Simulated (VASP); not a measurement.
The system is MgS.

```
CELL_PARAMETERS angstrom
-0.00906 2.83088 2.83088
2.83088 -0.00906 2.83088
2.82182 2.82182 0.00000
ATOMIC_POSITIONS crystal
Mg 0.99941 0.99941 0.00059
S 0.25059 0.25059 0.24941
```

This cell differs from its parent crystal: shear xy strain -0.6%.

Base run:

| Quantity | Value |
| --- | --- |
| Program | VASP 6.6.1 |
| Functional | r2SCAN |
| Potentials or basis | VASP PAW PBE potentials, release 64 (Mg, S) |
| Cutoff | 520 eV |
| k mesh | 8 × 8 × 8 |
| Occupations | gaussian, width 0.01 eV |
| Spin | no spin polarisation |

Its results: band gap on the k mesh 4.11 eV, direct; pressure -0.3 GPa.

**Question.** The run is repeated on the same cell with these changes: functional from r2SCAN to PBE; occupations from gaussian, width 0.01 eV to fermi-dirac, width 0.02 eV. What comes out?

**Answer.** Band gap on the k mesh 3.44 eV, direct; pressure 0.9 GPa.

Caveats: the PAW data sets were made with another functional, which shifts forces and pressure a little (some runs).

A k mesh can miss the band edges.
